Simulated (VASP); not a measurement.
Ga: single point with LDA

Ga:

```xyz
1
Lattice="-1.4315 1.4315 2.2727 1.4315 -1.4315 2.2727 1.4315 1.4315 -2.2727" Properties=species:S:1:pos:R:3 pbc="T T T"
Ga    0.0000    0.0000    0.0000
```

```yaml
Program: VASP 6.6.1
Task: single point
Functional: LDA
Potentials_or_basis: VASP PAW LDA potentials, release 64 (Ga_d)
Cutoff: 520 eV
k_mesh: 14 × 14 × 16
Occupations: fermi-dirac, width 0.05 eV
Spin: no spin polarisation
Dipole_correction: no
Further_INCAR_settings: ALGO = Normal; EDIFF = 1e-06; NBANDS = 12; ISYM = 0
```

The pressure is -4.6 GPa and the band gap on the k mesh is zero (an odd number of electrons rules out a gap without spin polarisation).

Stress tensor (GPa, compression positive):
```
-4.59 -0.15  0.11
-0.15 -4.59  0.11
 0.11  0.11 -4.58
```

Levels at points of the mesh, in eV from the Fermi level:
| k point | band 3 | band 4 | band 5 | band 6 | band 7 | band 8 | band 9 | band 10 |
| --- | --- | --- | --- | --- | --- | --- | --- | --- |
| (0.00, 0.00, 0.00) | -14.96 | -14.94 | -14.82 | -11.14 | 12.18 | 12.21 | 12.21 | 15.97 |
| (0.50, 0.00, 0.00) | -14.94 | -14.79 | -14.75 | -4.97 | -3.96 | 8.26 | 11.19 | 12.48 |
| (0.00, 0.50, 0.00) | -14.94 | -14.79 | -14.75 | -4.97 | -3.96 | 8.26 | 11.19 | 12.48 |
| (0.50, 0.50, 0.00) | -14.79 | -14.78 | -14.68 | -2.06 | -1.57 | 3.95 | 4.85 | 7.94 |
| (0.00, 0.00, 0.50) | -14.79 | -14.78 | -14.68 | -2.06 | -1.57 | 3.95 | 4.85 | 7.94 |
| (0.50, 0.00, 0.50) | -14.94 | -14.78 | -14.75 | -4.97 | -3.96 | 8.26 | 11.19 | 12.48 |
| (0.00, 0.50, 0.50) | -14.94 | -14.78 | -14.75 | -4.97 | -3.96 | 8.26 | 11.19 | 12.48 |
| (0.50, 0.50, 0.50) | -14.76 | -14.75 | -14.75 | -3.92 | -3.39 | 6.26 | 6.26 | 9.65 |

Run time: 75 s on 1 thread of Intel(R) Xeon(R) 6975P-C (Granite Rapids) (shared host), peak memory 0.41 GiB.

Caveat: the cell stands under tension.
